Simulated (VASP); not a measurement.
A run of VASP 6.6.1 is set up as follows.

POSCAR

```
Sr
1.0
    0.0000000000      3.0423500000      3.0423500000
    3.0423500000      0.0000000000      3.0423500000
    3.0423500000      3.0423500000      0.0000000000
Sr
1
Direct
    0.0000000000      0.0000000000      0.0000000000
```

The input INCAR.step1:

```
SYSTEM = Sr
PREC = Accurate
ENCUT = 520
ISMEAR = 0
SIGMA = 0.1
LREAL = .False.
LASPH = .True.
NELM = 80
NBANDS = 11
GGA = PE
ALGO = Normal
EDIFF = 1E-4
LWAVE = .True.
LCHARG = .False.
```

INCAR.step2

```
SYSTEM = Sr
PREC = Accurate
ENCUT = 520
EDIFF = 1E-6
ISMEAR = 0
SIGMA = 0.1
LREAL = .False.
LASPH = .True.
NELM = 80
ALGO = Normal
ISIF = 2
LWAVE = .False.
LCHARG = .False.
METAGGA = R2SCAN
LMIXTAU = .True.
NBANDS = 11
ISTART = 1
```

File KPOINTS:

```
Automatic mesh
0
Gamma
  6 6 6
  0 0 0
```

Potentials or basis: VASP PAW PBE potentials, release 64 (Sr_sv).

Run with:

```console
$ cat potpaw_PBE.64/Sr_sv/POTCAR > POTCAR
$ cp INCAR.step1 INCAR
$ mpirun -np 1 vasp_std > vasp.out
$ cp INCAR.step2 INCAR
$ mpirun -np 1 vasp_std > vasp.out
```

Question: Estimate the pressure.

Answer: 0.1 GPa.

Question: Predict the band gap on the k mesh.

Answer: Zero (band 5 reaches 1.53 eV, above the bottom of band 6 at 1.47 eV).

Caveat: the PAW data sets were made with another functional, which shifts forces and pressure a little.
